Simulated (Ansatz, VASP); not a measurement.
## WC: VASP beside Ansatz

```
W C
1.0
     2.72417   -2.72253    0.00000
     2.72417    2.72253    0.00000
     0.00000    0.00000    2.73260
W C
2 2
Direct
  0.24974 0.24974 0.00000
  0.75026 0.75026 0.00000
  0.24958 0.75042 0.50000
  0.75042 0.24958 0.50000
```

Change from the starting cell: species swapped into the VIr type (Cmmm, No. 65).

Alike in both runs: functional PBE; k mesh 5 × 5 × 7; occupations gaussian, width 0.2 eV; no spin polarisation.

Ansatz relaxed the structure, and its values are those at the end. VASP's run is a single point on that final structure, the one shown.

```csv
,VASP,Ansatz
version,VASP 6.6.1,Ansatz 0.2.0
potentials or method,"VASP PAW PBE potentials, release 64 (W_sv, C), cutoff 600 eV","scalar-relativistic, plane waves, PAW"
valence electrons in the cell,36,36
```

```tsv
	VASP	Ansatz	Ansatz less VASP
gap on the k mesh at the Fermi level (eV)	none	none	-
pressure (GPa)	1.3	0.0	-1.27
rms of the force components (eV/Å)	0.003	0.003	-0.0002
```

A gap of «none» marks a metal or a gap that the smearing closes.

Neither program's run includes spin-orbit coupling.
